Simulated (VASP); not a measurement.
Hf7SiO16 (a cell with a defect), 24 atoms in the cell. The cell holds a defect, 24 atoms: a = 7.234 Å, b = 7.234 Å, c = 7.234 Å, α = 60.00°, β = 60.00°, γ = 60.00°. 

| Quantity | Value |
| --- | --- |
| Program | VASP 6.6.1 |
| Task | relaxation of the atoms |
| Functional | PBE |
| Potentials or basis | VASP PAW PBE potentials, release 64 (Si, Hf_pv, O) |
| Cutoff | 520 eV |
| k mesh | 3 × 3 × 3 |
| Occupations | fermi-dirac, width 0.01 eV |
| Spin | no spin polarisation |
| Dipole correction | no |
| Further INCAR settings | LREAL = Auto; ALGO = Normal; EDIFF = 1e-07; IBRION = 2; EDIFFG = -0.03; NSW = 60 |

Potentials or basis: VASP PAW PBE potentials, release 64 (Si, Hf_pv, O).

Launch:

```bash
$ cat potpaw_PBE.64/Si/POTCAR potpaw_PBE.64/Hf_pv/POTCAR potpaw_PBE.64/O/POTCAR > POTCAR
$ mpirun -np 1 vasp_std > vasp.out
```

Hardware: 1 thread of Intel(R) Xeon(R) Platinum 8259CL CPU @ 2.50GHz (Skylake/Cascade Lake), with other jobs on the host.

Problem. How long does it take, and how much memory?

Solution. Run time: 20 min on 1 thread of Intel(R) Xeon(R) Platinum 8259CL CPU @ 2.50GHz (Skylake/Cascade Lake), with other jobs on the host, peak memory 0.47 GiB. Counts: scf iterations 53, k points 4, ion steps 5.
